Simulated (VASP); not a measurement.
Wanted: the native input for a VASP 6.6.1 run.

| Item | Value |
| --- | --- |
| Task | single point |
| Functional | PBEsol |
| Dispersion | D3(BJ) |
| Potentials or basis | VASP PAW PBE potentials, release 64 (Os) |
| Cutoff | 520 eV |
| k mesh | 11 × 11 × 6 |
| Occupations | fermi-dirac, width 0.05 eV |
| Spin | no spin polarisation |
| Dipole correction | no |
| Further INCAR settings | ALGO = Normal; EDIFF = 1e-07; NBANDS = 15 |

The structure of Os lies in POSCAR:

```
Os
1.0
    2.6782863798      0.0000000000      0.0000000000
   -1.3391431899      2.3194640436      0.0000000000
    0.0000000000      0.0000000000      4.2315181138
Os
2
Direct
    0.6666666667      0.3333333333      0.7500000000
    0.3333333333      0.6666666667      0.2500000000
```

One way to write it, as run:

INCAR

```
PREC     = Accurate       # precision mode
ENCUT    = 520            # plane-wave cutoff, eV
EDIFF    = 1E-7           # SCF threshold, eV
ISMEAR   = -1             # smearing method
SIGMA    = 0.05           # smearing width, eV
LREAL    = False          # projectors in reciprocal space
LASPH    = True           # aspherical terms in the spheres
NELM     = 60             # most SCF steps
ALGO     = Normal         # electronic algorithm
ISIF     = 2              # what is computed and relaxed
LWAVE    = False          # write WAVECAR
LCHARG   = True           # write CHGCAR
GGA      = PS             # functional
IVDW     = 12             # dispersion correction
LELF     = True           # ELF
LVHAR    = True         
NBANDS   = 15             # bands
```

KPOINTS

```
Automatic mesh
0
Gamma
  11 11 6
```

Potentials or basis: VASP PAW PBE potentials, release 64 (Os).

Launch:

```console
$ cat potpaw_PBE.64/Os/POTCAR > POTCAR
$ mpirun -np 1 vasp_std > vasp.out
```

Results of the run:

| Quantity | Value |
| --- | --- |
| Pressure | 20.1 GPa |
| Band gap on the k mesh | zero (band 8 reaches 12.62 eV, above the bottom of band 9 at 8.32 eV) |
| Dispersion energy per atom | -0.711 eV |

Caveat: the PAW data sets were made with another functional, which shifts forces and pressure a little; spin-orbit coupling is left out, which moves the levels of the heavy elements; pairwise dispersion overbinds metals, which lowers pressure and volume.

Run time: 16 s on 1 thread of Intel(R) Xeon(R) Platinum 8375C CPU @ 2.90GHz (Ice Lake), with other jobs on the host, peak memory 0.16 GiB.
